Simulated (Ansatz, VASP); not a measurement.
Two plane-wave programs on Cu3Au

INCAR

```
PREC     = Accurate       # precision mode
ENCUT    = 600            # plane-wave cutoff, eV
EDIFF    = 1E-6           # SCF threshold, eV
ISMEAR   = 0              # smearing method
SIGMA    = 0.1            # smearing width, eV
LREAL    = F              # projectors in reciprocal space
LASPH    = T              # aspherical terms in the spheres
NELM     = 80             # most SCF steps
ALGO     = Fast           # electronic algorithm
ISIF     = 3              # what is computed and relaxed
LWAVE    = F              # write WAVECAR
LCHARG   = F              # write CHGCAR
GGA      = PE             # functional
IBRION   = 2              # ionic algorithm
NSW      = 90             # ionic steps
EDIFFG   = -0.02          # ionic threshold
```

KPOINTS

```
regular mesh
0
Gamma
  10 10 10
```

POSCAR

```
Cu3Au
1.0
    3.7400000000      0.0000000000      0.0000000000
    0.0000000000      3.7400000000      0.0000000000
    0.0000000000      0.0000000000      3.7400000000
Cu Au
3 1
Direct
    0.0000000000      0.5000000000      0.5000000000
    0.5000000000      0.0000000000      0.5000000000
    0.5000000000      0.5000000000      0.0000000000
    0.0000000000      0.0000000000      0.0000000000
```

Input for Ansatz:

```yaml
crystal:
  lattice:
    - [3.74, 0.0, 0.0]
    - [0.0, 3.74, 0.0]
    - [0.0, 0.0, 3.74]
  atoms:
    - { symbol: Cu, position: [0.0, 0.5, 0.5] }
    - { symbol: Cu, position: [0.5, 0.0, 0.5] }
    - { symbol: Cu, position: [0.5, 0.5, 0.0] }
    - { symbol: Au, position: [0.0, 0.0, 0.0] }
basis:
  ecutwfc: 420
kpoints:
  mp_grid: { grid: [10, 10, 10] }
hamiltonian:
  xc: pbe
scf:
  occupations: { method: gaussian, width: 0.1 }
output:
  forces: true
  stress: true
  eigenvalues: true
  write_density: true
  write_potential: true
  elf: true
  volumetric_format: npy
relax:
  adjacent_minimum: "off"
  f_tol: 0.02
  max_steps: 70
  cell: { stress_tol: 0.1 }
```

Alike in both runs: task relaxation of cell and atoms; functional PBE; k mesh 10 × 10 × 10; occupations gaussian, width 0.1 eV; no spin polarisation.

|  | VASP | Ansatz |
| --- | --- | --- |
| version | VASP 6.6.1 | Ansatz 0.2.0 |
| potentials or method | VASP PAW PBE potentials, release 64 (Cu, Au), cutoff 600 eV | scalar-relativistic, plane waves, PAW |
| valence electrons in the cell | 44 | 76 |

Ansatz gave:

```
gap on the k mesh at the Fermi level, each at its own relaxed structure (eV) : none
relaxed volume (Å³/atom)                                                     : 13.50
relaxed cell length with the largest relative difference (Å)                 : 3.780
```

Question: What did VASP give for the same quantities?

Answer: gap on the k mesh at the Fermi level, each at its own relaxed structure (eV): none; relaxed volume (Å³/atom): 13.54; relaxed cell length with the largest relative difference (Å): 3.784.

A gap of «none» marks a metal or a gap that the smearing closes. VASP's potentials hold 44 valence electrons a cell and Ansatz's 76, so a difference there can come from the potentials and not from the codes.

Neither program's run includes spin-orbit coupling.
